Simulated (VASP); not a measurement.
# FeC3 (Pm-3m) in VASP: further runs, part 2 of 2

VASP 6.6.1.

### Step 5. Relaxation of cell and atoms, PBE, collinear spin, ferromagnetic start

This run uses another cell than the first one, of 8.21 Å³/atom.

INCAR

```
SYSTEM = FeC3
ALGO     = Normal         ! electronic algorithm
EDIFF    = 1E-6           ! SCF threshold, eV
EDIFFG   = -0.04          ! ionic threshold
ENCUT    = 600            ! plane-wave cutoff, eV
GGA      = PE             ! functional
IBRION   = 2              ! ionic algorithm
ISIF     = 3              ! what is computed and relaxed
ISMEAR   = 0              ! smearing method
ISPIN    = 2              ! spin polarisation
LASPH    = .TRUE.         ! aspherical terms in the spheres
LCHARG   = .FALSE.        ! write CHGCAR
LMAXMIX  = 4              ! l up to which the mixer works
LORBIT   = 11             ! projections on sites
LREAL    = .FALSE.        ! projectors in reciprocal space
LWAVE    = .FALSE.        ! write WAVECAR
MAGMOM   = 2.42 0 0 0     ! initial moments
NELM     = 150            ! most SCF steps
NSW      = 90             ! ionic steps
PREC     = Accurate       ! precision mode
SIGMA    = 0.1            ! smearing width, eV
```

KPOINTS

```
k-points
0
G
  6 6 6
  0 0 0
```

POSCAR

```
FeC3
1.0
    3.2021332588      0.0000000000      0.0000000000
    0.0000000000      3.2021332588      0.0000000000
    0.0000000000      0.0000000000      3.2021332588
Fe C
1 3
Direct
    0.0000000000      0.0000000000      0.0000000000
    0.0000000000      0.5000000000      0.5000000000
    0.5000000000      0.0000000000      0.5000000000
    0.5000000000      0.5000000000      0.0000000000
```

Launch:

```console
$ cat potpaw_PBE.64/Fe/POTCAR potpaw_PBE.64/C/POTCAR > POTCAR
$ mpirun -np 1 vasp_std > vasp.out
```

It took 70 s on 1 thread of Intel Xeon 6975P-C (Granite Rapids), shared host; peak memory 0.19 GiB.

Results (log left out):

```
Free energy                                           : -24.5500 eV
Relaxed volume                                        : 7.36 Å³/atom
Relaxed cell                                          : a = 3.088 Å, b = 3.088 Å, c = 3.088 Å, α = 90.00°, β = 90.00°, γ = 90.00°
Space group after relaxing (to 0.1 Å)                 : Pm-3m (No. 221)
Energy gained by relaxing                             : 36.8 meV/atom
Ionic steps                                           : 3
Pressure after relaxing                               : 0.3 GPa
Net moment                                            : 0.65 μB per cell
Site moments                                          : Fe +0.65; C -0.00 μB
Valence electrons inside the program's atomic spheres : Fe 7.48; C 2.16
```

The path:
| step | energy change (eV) | largest force (eV/Å) | pressure (GPa) | volume (Å³) |
| --- | --- | --- | --- | --- |
| 1 | 0.0000 | 0.0000 | -11.02 | 32.83 |
| 2 | -0.1376 | 0.0000 | -4.28 | 30.22 |
| 3 | -0.1472 | 0.0000 | 0.33 | 29.45 |

Final structure:
```cif
data_structure
_symmetry_space_group_name_H-M 'P 1'
_symmetry_Int_Tables_number 1
_cell_length_a 3.0882
_cell_length_b 3.0882
_cell_length_c 3.0882
_cell_angle_alpha 90.000
_cell_angle_beta 90.000
_cell_angle_gamma 90.000
_cell_volume 29.45
loop_
_atom_site_label
_atom_site_type_symbol
_atom_site_fract_x
_atom_site_fract_y
_atom_site_fract_z
_atom_site_occupancy
Fe1 Fe 0.00000 0.00000 0.00000 1
C1 C 0.00000 0.50000 0.50000 1
C2 C 0.50000 0.00000 0.50000 1
C3 C 0.50000 0.50000 0.00000 1
```

Levels at points of the mesh, in eV from the Fermi level:
Spin up:
```
           k point  band 8  band 9  band 10  band 11  band 12  band 13
(0.00, 0.00, 0.00)   -1.87   -1.87     0.10     0.10     1.55     1.55
(0.50, 0.00, 0.00)   -1.51   -1.50    -1.50     0.59     0.59     0.94
(0.50, 0.50, 0.00)   -1.37   -0.83    -0.74     0.63     0.63     0.72
(0.50, 0.50, 0.50)   -1.06   -1.06     0.13     0.13     0.13     4.27
```
Spin down:
| k point | band 8 | band 9 | band 10 | band 11 | band 12 | band 13 |
| --- | --- | --- | --- | --- | --- | --- |
| (0.00, 0.00, 0.00) | -1.14 | -1.14 | 0.47 | 0.47 | 1.51 | 1.51 |
| (0.50, 0.00, 0.00) | -1.51 | -1.13 | -1.03 | 0.99 | 1.08 | 1.08 |
| (0.50, 0.50, 0.00) | -0.92 | -0.77 | -0.29 | 0.61 | 0.61 | 1.23 |
| (0.50, 0.50, 0.50) | -0.57 | -0.57 | 0.86 | 0.86 | 0.86 | 4.45 |

### Step 6. Relaxation of cell and atoms, PBE

INCAR

```
SYSTEM = FeC3
  PREC = Accurate
  ENCUT = 600
  EDIFF = 1E-6
  ISMEAR = 0
  SIGMA = 0.1
  LREAL = .FALSE.
  LASPH = .TRUE.
  NELM = 60
  ALGO = Normal
  ISIF = 3
  LWAVE = .FALSE.
  LCHARG = .FALSE.
  GGA = PE
  IBRION = 2
  NSW = 100
  EDIFFG = -0.01
```

KPOINTS

```
Automatic mesh
0
G
  16 16 16
  0 0 0
```

POSCAR

```
FeC3
1.0
    3.0792856682      0.0000000000      0.0000000000
    0.0000000000      3.0792856682      0.0000000000
    0.0000000000      0.0000000000      3.0792856682
Fe C
1 3
Direct
    0.0000000000      0.0000000000      0.0000000000
    0.0000000000      0.5000000000      0.5000000000
    0.5000000000      0.0000000000      0.5000000000
    0.5000000000      0.5000000000      0.0000000000
```

Potentials or basis: VASP PAW PBE potentials, release 64 (Fe, C).

Launch:

```console
$ cat potpaw_PBE.64/Fe/POTCAR potpaw_PBE.64/C/POTCAR > POTCAR
$ mpirun -np 1 vasp_std > vasp.out
```

OUTCAR:

```text
SYSTEM = FeC3
   PREC = Accurate
   ENCUT = 600
   EDIFF = 1E-6
   ISMEAR = 0
   LREAL = .FALSE.
   LASPH = .TRUE.
   NELM = 60
   ISIF = 3
   GGA = PE
   IBRION = 2
   NSW = 100
   EDIFFG = -0.01

 ion  position               nearest neighbor table
   1  0.000  0.000  0.000-   2 2.18   3 2.18   4 2.18   2 2.18   3 2.18   2 2.18   4 2.18   2 2.18
                             3 2.18   4 2.18   3 2.18   4 2.18
   2  0.000  0.500  0.500-   1 2.18   1 2.18   1 2.18   1 2.18
   3  0.500  0.000  0.500-   1 2.18   1 2.18   1 2.18   1 2.18
   4  0.500  0.500  0.000-   1 2.18   1 2.18   1 2.18   1 2.18

  LATTYP: Found a simple cubic cell.
 ALAT       =     3.0792856682

  Lattice vectors:

 A1 = (   3.0792856682,   0.0000000000,   0.0000000000)
 A2 = (   0.0000000000,   3.0792856682,   0.0000000000)
 A3 = (   0.0000000000,   0.0000000000,   3.0792856682)

Analysis of symmetry for initial positions (statically):
[... 280 lines left out ...]
      7       7.2744      2.00000
      8       7.2744      2.00000
      9       7.2744      2.00000
     10       9.0727      0.00017
     11       9.0727      0.00017
     12      10.2559      0.00000
     13      10.2559      0.00000
     14      10.2559      0.00000
[... 377 lines left out ...]
      1      -6.5418      2.00000
      2      -5.0698      2.00000
      3       1.3928      2.00000
      4       3.1054      2.00000
      5       3.3583      2.00000
      6       5.1127      2.00000
      7       6.0970      2.00000
      8       6.8465      2.00000
      9       7.5239      2.00000
     10       8.5664      1.99933
     11       8.7129      1.81677
     12       9.4507      0.00000
     13      11.0364      0.00000
     14      11.0958      0.00000

 [... further k-points ...]

------------------------ aborting loop because EDIFF is reached ----------------------------------------

  FORCE on cell =-STRESS in cart. coord.  units (eV):
  Direction    XX          YY          ZZ          XY          YZ          ZX
  --------------------------------------------------------------------------------------
  -------------------------------------------------------------------------------------
  Total        0.0002136      0.0002136      0.0002136     -0.0000000     -0.0000000     -0.0000000
  in kB        0.0116691      0.0116691      0.0116691     -0.0000000     -0.0000000     -0.0000000
  external PRESSURE =       0.0116691 kB  Pullay stress =       0.0000000 kB
[... 19 lines left out ...]
  FREE ENERGIE OF THE ION-ELECTRON SYSTEM (eV)
  ---------------------------------------------------
  free  energy   TOTEN  =       -24.5557555102 eV

  energy  without entropy=      -24.5438542072  energy(sigma->0) =      -24.54980486

 reached required accuracy - stopping structural energy minimisation
```

Run time: 74 s. Hardware: 1 thread of Intel Xeon 6975P-C (Granite Rapids), shared host; peak memory 0.23 GiB.

What came out:

* Free energy: -24.5558 eV
* Relaxed volume: 7.33 Å³/atom
* Relaxed cell: a = 3.084 Å, b = 3.084 Å, c = 3.084 Å, α = 90.00°, β = 90.00°, γ = 90.00°
* Space group after relaxing (to 0.1 Å): Pm-3m (No. 221)
* Energy gained by relaxing: 0.1 meV/atom
* Ionic steps: 3
* Pressure after relaxing: 0.0 GPa
* Band gap on the k mesh: zero (bands 10 and 11 overlap by 0.99 eV)

The path:
| step | energy change (eV) | largest force (eV/Å) | pressure (GPa) | volume (Å³) |
| --- | --- | --- | --- | --- |
| 1 | 0.0000 | 0.0000 | 1.00 | 29.20 |
| 2 | -0.0003 | 0.0000 | -0.57 | 29.39 |
| 3 | -0.0004 | 0.0000 | 0.00 | 29.32 |

Final structure:
```
Fe C
1.0
     3.08360    0.00000    0.00000
     0.00000    3.08360    0.00000
     0.00000    0.00000    3.08360
Fe C
1 3
Direct
  0.00000 0.00000 0.00000
  0.00000 0.50000 0.50000
  0.50000 0.00000 0.50000
  0.50000 0.50000 0.00000
```

Levels at points of the mesh, in eV from the Fermi level:
```tsv
k point	band 7	band 8	band 9	band 10	band 11	band 12	band 13	band 14
(0.00, 0.00, 0.00)	-1.53	-1.53	-1.53	0.27	0.27	1.45	1.45	1.45
(0.50, 0.00, 0.00)	-1.59	-1.59	-1.43	-1.35	0.78	0.78	0.87	1.74
(0.50, 0.50, 0.00)	-1.74	-1.17	-0.92	-0.53	0.56	0.56	0.93	3.23
(0.50, 0.50, 0.50)	-7.35	-0.83	-0.83	0.47	0.47	0.47	4.33	5.65
```

Caveat: the run has no spin polarisation, though such a crystal can be magnetic.

### Step 7. Overview

| task | spin | cell | k mesh | cutoff (eV) | gap on the mesh (eV) | pressure (GPa) | moment (μB) | relaxed volume (Å³/atom) |
| --- | --- | --- | --- | --- | --- | --- | --- | --- |
| single point | collinear, ferromagnetic start | a = 3.079 Å, 4 atoms | 6 × 6 × 6 | 520 | none | 2.7 | 0.66 | - |
| single point | collinear, ferromagnetic start | a = 3.202 Å, 4 atoms | 6 × 6 × 6 | 520 | none | -10.8 | 2.27 | - |
| single point | off | a = 3.080 Å, 4 atoms | 16 × 16 × 16 | 520 | none | 1.0 | - | - |
| relaxation of cell and atoms | collinear, ferromagnetic start | relaxed from a = 3.202 Å, 4 atoms | 6 × 6 × 6 | 600 | none | 0.3 | 0.65 | 7.36 |
| relaxation of cell and atoms | off | relaxed from a = 3.079 Å, 4 atoms | 16 × 16 × 16 | 600 | none | 0.0 | - | 7.33 |

Alike in all rows: level PBE; potentials or basis VASP PAW PBE potentials, release 64 (Fe, C); smearing gaussian 0.1 eV.

Caveats: the cell stands under tension (at least some runs).

Absolute energies hang on the potentials; compare differences alone.
